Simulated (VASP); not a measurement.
# Os (P6_3/mmc) in VASP: notebook

Os is run at these levels: PBE; tasks: single point, relaxation of cell and atoms.

All numbers are computed with VASP 6.6.1; they aren't measurements. Logs are shortened: lines on timing, memory, paths and dates and some standing lists are left out, and cuts for length are marked.

## Step 1: The cell of the first run

Symmetry: P6_3/mmc, No. 194, hexagonal system. Conventional cell: a = 2.746 Å, b = 2.746 Å, c = 4.326 Å, α = 90.00°, β = 90.00°, γ = 120.00°. Within 3.5 Å of Os (site symmetry -6m2) lie 12 Os at 2.68 to 2.75 Å.

## Step 2: Single point, PBE

INCAR

```
SYSTEM = Os
ALGO = Normal
EDIFF = 1E-7
ENCUT = 520
GGA = PE
ISIF = 2
ISMEAR = 0
LASPH = .TRUE.
LCHARG = .FALSE.
LREAL = .FALSE.
LWAVE = .FALSE.
NBANDS = 15
NELM = 80
PREC = Accurate
SIGMA = 0.1
```

KPOINTS

```
k-points
0
G
  9 9 4
  0 0 0
```

POSCAR

```
Os
1.0
    2.7461342319      0.0000000000      0.0000000000
   -1.3730671160      2.3782220071      0.0000000000
    0.0000000000      0.0000000000      4.3263142200
Os
2
Direct
    0.3333333300      0.6666666700      0.2500000000
    0.6666666700      0.3333333300      0.7500000000
```

Potentials or basis: VASP PAW PBE potentials, release 64 (Os).

Launch:

```console
cat potpaw_PBE.64/Os/POTCAR > POTCAR
mpirun -np 1 vasp_std > vasp.out
```

OUTCAR:

```text
SYSTEM = Os
   EDIFF = 1E-7
   ENCUT = 520
   GGA = PE
   ISIF = 2
   ISMEAR = 0
   LASPH = .TRUE.
   LREAL = .FALSE.
   NELM = 80
   PREC = Accurate

 ion  position               nearest neighbor table
   1  0.333  0.667  0.250-   2 2.68   2 2.68   2 2.68   2 2.68   2 2.68   2 2.68
   2  0.667  0.333  0.750-   1 2.68   1 2.68   1 2.68   1 2.68   1 2.68   1 2.68

  LATTYP: Found a hexagonal cell.
 ALAT       =     2.7461342319
 C/A-ratio  =     1.5754197918

  Lattice vectors:

 A1 = (   2.7461342319,   0.0000000000,   0.0000000000)
 A2 = (  -1.3730671160,   2.3782220071,   0.0000000000)
 A3 = (   0.0000000000,   0.0000000000,   4.3263142200)

Analysis of symmetry for initial positions (statically):
=====================================================================
 Subroutine PRICEL returns:
 Original cell was already a primitive cell.

 Routine SETGRP: Setting up the symmetry group for a
 hexagonal supercell.

 Subroutine GETGRP returns: Found 24 space group operations
 (whereof 12 operations were pure point group operations)
 out of a pool of 24 trial point group operations.

The static configuration has the point symmetry D_3d.
 The point group associated with its full space group is D_6h.

Analysis of symmetry for dynamics (positions and initial velocities):
=====================================================================
 Subroutine PRICEL returns:
 Original cell was already a primitive cell.

 Routine SETGRP: Setting up the symmetry group for a
 hexagonal supercell.

 Subroutine GETGRP returns: Found 24 space group operations
 (whereof 12 operations were pure point group operations)
 out of a pool of 24 trial point group operations.

The dynamic configuration has the point symmetry D_3d.
 The point group associated with its full space group is D_6h.

 Subroutine INISYM returns: Found 24 space group operations
 (whereof 12 operations are pure point group operations),
 and found     1 'primitive' translations

----------------------------------------------------------------------------------------

                                     Primitive cell

  volume of cell :      28.2548

  direct lattice vectors                    reciprocal lattice vectors
     2.746134232  0.000000000  0.000000000     0.364148259  0.210241095  0.000000000
    -1.373067116  2.378222007  0.000000000     0.000000000  0.420482191  0.000000000
     0.000000000  0.000000000  4.326314220     0.000000000  0.000000000  0.231143636

  length of vectors
     2.746134232  2.746134232  4.326314220     0.420482191  0.420482191  0.231143636

  position of ions in fractional coordinates (direct lattice)
     0.333333330  0.666666670  0.250000000
     0.666666670  0.333333330  0.750000000

  ion indices of the primitive-cell ions
   primitive index   ion index
                 1           1
                 2           2

----------------------------------------------------------------------------------------

 KPOINTS: k-points

Automatic generation of k-mesh.
 Grid dimensions read from file:
 generate k-points for:    9    9    4

 Generating k-lattice:

  Cartesian coordinates                     Fractional coordinates (reciprocal lattice)
     0.040460918  0.023360122  0.000000000     0.111111111  0.000000000  0.000000000
     0.000000000  0.046720243  0.000000000     0.000000000  0.111111111  0.000000000
     0.000000000  0.000000000  0.057785909     0.000000000  0.000000000  0.250000000

  Length of vectors
     0.046720243  0.046720243  0.057785909

  Shift w.r.t. Gamma in fractional coordinates (k-lattice)
     0.000000000  0.000000000  0.000000000

 Subroutine IBZKPT returns following result:
 ===========================================

 Found     36 irreducible k-points:

 Following reciprocal coordinates:
            Coordinates               Weight
  0.000000  0.000000  0.000000      1.000000
  0.111111  0.000000  0.000000      6.000000
  0.222222  0.000000  0.000000      6.000000
  0.333333 -0.000000  0.000000      6.000000
  0.444444  0.000000  0.000000      6.000000
  0.111111  0.111111  0.000000      6.000000
[... 16 lines left out ...]
  0.333333  0.222222  0.250000     24.000000
  0.333333  0.333333  0.250000      4.000000
 [... further k-points ...]
   k-points           NKPTS =     36   k-points in BZ     NKDIM =     36   number of bands    NBANDS=     15
   number of dos      NEDOS =    301   number of ions     NIONS =      2
   total plane-waves  NPLWV =  12800
   dimension x,y,z NGX =    20 NGY =   20 NGZ =   32
   dimension x,y,z NGXF=    40 NGYF=   40 NGZF=   64
   ions per type =               2
   NGX,Y,Z   is equivalent  to a cutoff of  12.11, 12.11, 12.30 a.u.
   NGXF,Y,Z  is equivalent  to a cutoff of  24.22, 24.22, 24.59 a.u.
 SYSTEM =  Os
   PREC   = accura    normal or accurate (medium, high low for compatibility)
   ISTART =      0    job   : 0-new  1-cont  2-samecut
   ICHARG =      2    charge: 1-file 2-atom 10-const
   ISPIN  =      1    spin polarized calculation?
   LNONCOLLINEAR =      F non collinear calculations
   LSORBIT =      F    spin-orbit coupling
   LASPH  =      T    aspherical Exc in radial PAW
   ENCUT  =  520.0 eV  38.22 Ry    6.18 a.u.   5.11  5.11  8.04*2*pi/ulx,y,z
   NELM   =     80;   NELMIN=  2; NELMDL= -5     # of ELM steps
   EDIFF  = 0.1E-06   stopping-criterion for ELM
   LREAL  =      F    real-space projection
   EDIFFG = 0.1E-05   stopping-criterion for IOM
   NSW    =      0    number of steps for IOM
   IBRION =     -1    ionic relax: 0-MD 1-quasi-New 2-CG
   NFREE  =      0    steps in history (QN), initial steepest desc. (CG)
   ISIF   =      2    stress and relaxation
   ISYM   =      2    0-nonsym 1-usesym 2-fastsym
   POTIM  = 0.5000    time-step for ionic-motion
   TEBEG  =    0.0;   TEEND  =   0.0 temperature during run
   PSTRESS=    0.0 pullay stress
   NELECT =      16.0000    total number of electrons
   NUPDOWN=      -1.0000    fix difference up-down
   EMIN   =  10.00;   EMAX   =-10.00  energy-range for DOS
   EFERMI =   0.00;   METHOD = LEGACY
   ISMEAR =     0;   SIGMA  =   0.10  broadening in eV -4-tet -1-fermi 0-gaus
   EFERMI_NEDOS =   21; number of points for ismear=-14 and -15
   IALGO  =     38    algorithm
   IMIX   =      4    mixing-type and parameters
     AMIX     =   0.40;   BMIX     =  1.00
     AMIX_MAG =   1.60;   BMIX_MAG =  1.00
  volume/ion in A,a.u.               =      14.13        95.34
  Fermi-wavevector in a.u.,A,eV,Ry     =   1.354412  2.559467 24.958956  1.834432
  Thomas-Fermi vector in A             =   2.481586
   LORBIT       =      0    0 simple, 1 ext, 2 COOP (PROOUT), +10 PAW based schemes
   GGA     = PE    functional components
   LHFCALC =     F    Hartree Fock is set to
   AEXX    =    0.0000 exact exchange contribution
   IVDW    =     0    specifies the selected vdW correction
   LEPSILON=     F    determine dielectric tensor
   LRPA    =     F    only Hartree local field effects (RPA)
 non-spin polarized calculation
 Gauss-broadening in eV      SIGMA  =   0.10
  energy-cutoff  :      520.00
  volume of cell :       28.25
 maximum number of plane-waves:       780
   NGX = 11   NGY = 11   NGZ = 17

 number of electron      15.9999999 magnetization

 Free energy of the ion-electron system (eV)
  ---------------------------------------------------
  ext. energy  EPLUGINS =         0.00000000
  ---------------------------------------------------
  free energy    TOTEN  =       -22.51507702 eV

  energy without entropy =      -22.51275080  energy(sigma->0) =      -22.51391391

 E-fermi :   9.4483     XC(G=0): -14.0040

 val. band max:        9.4457166709   @ k =   0.3333  -0.0000   0.2500
 cond. band min:       9.6577854988   @ k =   0.3333  -0.0000   0.0000
 fundamental gap:      0.2120688278
 Fermi energy:         9.4482845236

 k-point     1 :       0.0000    0.0000    0.0000
  band No.  band energies     occupation
      1      -1.5339      2.00000
      2       1.6203      2.00000
      3       6.2928      2.00000
      4       6.2928      2.00000
      5       6.5831      2.00000
      6       7.1276      2.00000
      7       7.1276      2.00000
      8       7.7415      2.00000
      9       7.7415      2.00000
     10       9.3772      1.68527
     11      10.9668      0.00000
     12      10.9668      0.00000
     13      18.3054      0.00000
     14      23.3461      0.00000
     15      26.1073      0.00000

 k-point     2 :       0.1111    0.0000    0.0000
  band No.  band energies     occupation
      1      -1.0487      2.00000
      2       2.0386      2.00000
      3       5.5996      2.00000
      4       6.7224      2.00000
      5       6.8273      2.00000
      6       7.0128      2.00000
      7       7.2137      2.00000
      8       7.4176      2.00000
      9       7.5273      2.00000
     10       8.1164      2.00000
     11      11.1873      0.00000
     12      13.1036      0.00000
     13      18.2511      0.00000
     14      24.2948      0.00000
     15      26.6896      0.00000

 k-point     3 :       0.2222    0.0000    0.0000
  band No.  band energies     occupation
      1       0.2286      2.00000
      2       2.8190      2.00000
      3       4.9821      2.00000
      4       5.2053      2.00000
      5       6.3634      2.00000
      6       6.7595      2.00000
      7       7.5103      2.00000
      8       7.9392      2.00000
      9       8.2489      2.00000
     10       8.6446      2.00000
     11      11.5758      0.00000
     12      16.0415      0.00000
     13      17.9622      0.00000
     14      24.1802      0.00000
     15      26.0099      0.00000

 k-point     4 :       0.3333   -0.0000    0.0000
  band No.  band energies     occupation
      1       1.6290      2.00000
      2       2.6929      2.00000
      3       3.7882      2.00000
      4       5.3809      2.00000
      5       6.1643      2.00000
      6       6.6938      2.00000
      7       7.0717      2.00000
      8       9.6578      0.00305
      9       9.9596      0.00000
     10      10.1979      0.00000
     11      11.8537      0.00000
     12      17.6745      0.00000
     13      18.8505      0.00000
     14      20.1993      0.00000
     15      23.6291      0.00000
[... 307 lines left out ...]
 k-point    22 :       0.2222    0.2222    0.2500
  band No.  band energies     occupation
      1       2.6672      2.00000
      2       3.2029      2.00000
      3       4.1911      2.00000
      4       4.5904      2.00000
      5       6.0559      2.00000
      6       6.2090      2.00000
      7       6.8103      2.00000
      8       9.1695      1.99992
      9      10.2943      0.00000
     10      11.4769      0.00000
     11      12.5684      0.00000
     12      15.7889      0.00000
     13      19.0573      0.00000
     14      21.0371      0.00000
     15      23.6080      0.00000

 k-point    23 :       0.3333    0.2222    0.2500
  band No.  band energies     occupation
      1       2.7231      2.00000
      2       3.7211      2.00000
      3       3.9260      2.00000
      4       4.5407      2.00000
      5       5.6720      2.00000
      6       6.5862      2.00000
      7       7.6629      2.00000
      8       9.7202      0.00012
      9      10.4981      0.00000
     10      11.7451      0.00000
     11      14.3075      0.00000
     12      15.9476      0.00000
     13      18.6529      0.00000
     14      19.2534      0.00000
     15      21.9804      0.00000

 k-point    24 :       0.3333    0.3333    0.2500
  band No.  band energies     occupation
      1       3.3775      2.00000
      2       3.7524      2.00000
      3       3.7524      2.00000
      4       4.7777      2.00000
      5       5.8996      2.00000
      6       5.8996      2.00000
      7       7.8377      2.00000
      8       9.6914      0.00059
      9      10.9071      0.00000
     10      10.9071      0.00000
     11      15.4948      0.00000
     12      15.4948      0.00000
     13      18.1069      0.00000
     14      21.3511      0.00000
     15      21.3511      0.00000

 [... further k-points ...]

------------------------ aborting loop because EDIFF is reached ----------------------------------------

  FORCE on cell =-STRESS in cart. coord.  units (eV):
  Direction    XX          YY          ZZ          XY          YZ          ZX
  --------------------------------------------------------------------------------------
  -------------------------------------------------------------------------------------
  Total        0.6516267      0.6516267      0.8830155     -0.0000000      0.0000000      0.0000000
  in kB       36.9502393     36.9502393     50.0710469     -0.0000000      0.0000000      0.0000000
  external PRESSURE =      41.3238418 kB  Pullay stress =       0.0000000 kB

 VOLUME and BASIS-vectors are now :
 -----------------------------------------------------------------------------
  energy-cutoff  :      520.00
  volume of cell :       28.25
      direct lattice vectors                 reciprocal lattice vectors
     2.746134232  0.000000000  0.000000000     0.364148259  0.210241095  0.000000000
    -1.373067116  2.378222007  0.000000000     0.000000000  0.420482191  0.000000000
     0.000000000  0.000000000  4.326314220     0.000000000  0.000000000  0.231143636

 POSITION                                       TOTAL-FORCE (eV/Angst)
 -----------------------------------------------------------------------------------
     -0.00000      1.58548      1.08158         0.000000     -0.000000      0.000000
      1.37307      0.79274      3.24474        -0.000000      0.000000      0.000000
 -----------------------------------------------------------------------------------
    total drift:                               -0.000000      0.000000     -0.000000

  FREE ENERGIE OF THE ION-ELECTRON SYSTEM (eV)
  ---------------------------------------------------
  free  energy   TOTEN  =       -22.5150770232 eV

  energy  without entropy=      -22.5127508046  energy(sigma->0) =      -22.51391391
```

Run time: 8.5 s. Hardware: 1 thread of Oxide Virtual Turin-like, shared host; peak memory 0.11 GiB.

What came out:

```
Free energy            : -22.5151 eV
Pressure               : 4.1 GPa
Band gap on the k mesh : zero (band 8 reaches 11.30 eV, above the bottom of band 9 at 7.53 eV)
```

Stress tensor (GPa, compression positive):
```
3.70 0.00 0.00
0.00 3.70 0.00
0.00 0.00 5.01
```

Caveat: the k points lie up to 0.36 Å⁻¹ apart; spin-orbit coupling is left out, which moves the levels of the heavy elements.

## Step 3: Single point, PBE

This run uses another cell than the first one, of 14.28 Å³/atom, 1.011 times its volume.

INCAR

```
SYSTEM = Os
ALGO     = Normal         ! electronic algorithm
EDIFF    = 1E-7           ! SCF threshold, eV
ENCUT    = 520            ! plane-wave cutoff, eV
GGA      = PE             ! functional
ISIF     = 2              ! what is computed and relaxed
ISMEAR   = 0              ! smearing method
LASPH    = .True.         ! aspherical terms in the spheres
LCHARG   = .False.        ! write CHGCAR
LREAL    = .False.        ! projectors in reciprocal space
LWAVE    = .False.        ! write WAVECAR
NBANDS   = 15             ! bands
NELM     = 100            ! most SCF steps
PREC     = Accurate       ! precision mode
SIGMA    = 0.1            ! smearing width, eV
```

KPOINTS

```
k-points
0
Gamma
  18 18 10
  0 0 0
```

POSCAR

```
Os
1.0
    2.7527944054      0.0000000000      0.0000000000
   -1.3763972027      2.3839898864      0.0000000000
    0.0000000000      0.0000000000      4.3509747196
Os
2
Direct
    0.3333333333      0.6666666667      0.2500000000
    0.6666666667      0.3333333333      0.7500000000
```

Potentials or basis: VASP PAW PBE potentials, release 64 (Os).

Launch:

```console
cat potpaw_PBE.64/Os/POTCAR > POTCAR
mpirun -np 1 vasp_std > vasp.out
```

Wall time 59 s (1 thread of Oxide Virtual Turin-like, shared host); peak memory 0.17 GiB.

It converged, with:

| Quantity | Value |
| --- | --- |
| Free energy | -22.4990 eV |
| Pressure | -0.2 GPa |
| Band gap on the k mesh | zero (band 8 reaches 11.13 eV, above the bottom of band 9 at 7.32 eV) |

Stress tensor (GPa, compression positive):
```
-0.13  0.00  0.00
 0.00 -0.13  0.00
 0.00  0.00 -0.27
```

Levels at points of the mesh, in eV from the Fermi level:
| k point | band 5 | band 6 | band 7 | band 8 | band 9 | band 10 | band 11 | band 12 |
| --- | --- | --- | --- | --- | --- | --- | --- | --- |
| (0.00, 0.00, 0.00) | -2.72 | -2.15 | -2.15 | -1.52 | -1.52 | 0.02 | 1.63 | 1.63 |
| (0.50, 0.00, 0.00) | -2.85 | -2.51 | -1.84 | 1.96 | 2.50 | 2.62 | 4.28 | 5.56 |
| (0.00, 0.00, 0.50) | -3.15 | -3.15 | -3.15 | -3.15 | 0.86 | 0.86 | 0.86 | 0.86 |
| (0.50, 0.00, 0.50) | -1.17 | -1.17 | -0.16 | -0.16 | 2.29 | 2.29 | 3.21 | 3.21 |

Caveat: spin-orbit coupling is left out, which moves the levels of the heavy elements.

(Continued in part 2 of 2.)
